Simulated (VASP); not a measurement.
Input of a VASP 6.6.1 run:

File INCAR:

```
SYSTEM = Si
  PREC = Accurate
  ENCUT = 520
  EDIFF = 1E-7
  ISMEAR = -1
  SIGMA = 0.08
  LREAL = .False.
  LASPH = .True.
  NELM = 60
  ALGO = Normal
  ISIF = 2
  LWAVE = .False.
  LCHARG = .False.
  GGA = PE
  NBANDS = 11
```

KPOINTS

```
Automatic mesh
0
Gamma
  11 11 11
  0 0 0
```

The input POSCAR:

```
Si
1.0
    0.0000000000      2.6880391347      2.6880391347
    2.6880391347      0.0000000000      2.6880391347
    2.6880391347      2.6880391347      0.0000000000
Si
2
Direct
    0.5000000000      0.5000000000      0.5000000000
    0.7500000000      0.7500000000      0.7500000000
```

Potentials or basis: VASP PAW PBE potentials, release 64 (Si).

Run with:

```console
$ cat potpaw_PBE.64/Si/POTCAR > POTCAR
$ mpirun -np 1 vasp_std > vasp.out
```

Problem. Predict the pressure.

Solution. 5.1 GPa.

Problem. Estimate the band gap on the k mesh.

Solution. 0.54 eV, indirect (least direct gap 2.58 eV).

 A k mesh can miss the band edges.
